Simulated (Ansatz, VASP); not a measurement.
## One calculation of SiC, two programs

```
Si C
1.0
    -2.27339    2.39206    1.28768
     2.27339   -2.39206    1.28768
     2.27339    2.39206   -1.28768
Si C
1 1
Cartesian
  2.2734 0.0000 1.1409
  0.0000 0.0000 0.1468
```

Alike in both runs: task relaxation of cell and atoms; functional PBE; k mesh 8 × 8 × 8; occupations gaussian, width 0.1 eV; no spin polarisation.

|  | VASP | Ansatz |
| --- | --- | --- |
| version | VASP 6.6.1 | Ansatz 0.2.0 |
| potentials or method | VASP PAW PBE potentials, release 64 (Si, C), cutoff 600 eV | scalar-relativistic, plane waves, PAW |
| valence electrons in the cell | 8 | 8 |

|  | VASP | Ansatz | Ansatz less VASP |
| --- | --- | --- | --- |
| gap on the k mesh at the Fermi level, each at its own relaxed structure (eV) | 0.85 | 1.37 | +0.516 |
| relaxed volume (Å³/atom) | 10.34 | 10.49 | +0.150 |
| relaxed cell length with the largest relative difference (Å) | 3.061 | 3.096 | +0.0350 |

One of these differences is far larger than is usual between the two programs; its cause wasn't traced.

Noted on VASP's run: the volume moved by over 15 % at a fixed basis, so the end points are rough.
